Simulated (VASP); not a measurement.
Set up this calculation in VASP 6.6.1, as the native input.

```
Task                   : single point
Functional             : PBE
Potentials or basis    : VASP PAW PBE potentials, release 64 (Tl_d)
Cutoff                 : 520 eV
k mesh                 : 7 × 7 × 7
Occupations            : fermi-dirac, width 0.1 eV
Spin                   : no spin polarisation
Dipole correction      : no
Further INCAR settings : ALGO = Normal; EDIFF = 1e-06; NBANDS = 12
```

The structure of Tl lies in POSCAR:

```
Tl
1.0
    2.9953505024      0.0000000000      0.0000000000
    0.0000000000      2.9953505024      0.0000000000
    0.0000000000      0.0000000000      2.9953505024
Tl
1
Direct
    0.0000000000      0.0000000000      0.0000000000
```

This isn't the form of Tl at room conditions, which is hcp.

The input as run:

INCAR

```
PREC = Accurate
ENCUT = 520
EDIFF = 1E-6
ISMEAR = -1
SIGMA = 0.1
LREAL = F
LASPH = T
NELM = 100
ALGO = Normal
ISIF = 2
LWAVE = F
LCHARG = F
GGA = PE
NBANDS = 12
```

KPOINTS

```
regular mesh
0
Gamma
  7 7 7
```

Potentials or basis: VASP PAW PBE potentials, release 64 (Tl_d).

Launch:

```console
$ cat potpaw_PBE.64/Tl_d/POTCAR > POTCAR
$ mpirun -np 1 vasp_std > vasp.out
```

It gave:

```
Pressure               : 9.9 GPa
Band gap on the k mesh : zero (an odd number of electrons rules out a gap without spin polarisation)
```

Caveat: the cell stands under pressure; spin-orbit coupling is left out, which moves the levels of the heavy elements.

Run time: 5.6 s on 1 thread of Intel Xeon 8259CL (shared host), peak memory 0.13 GiB.
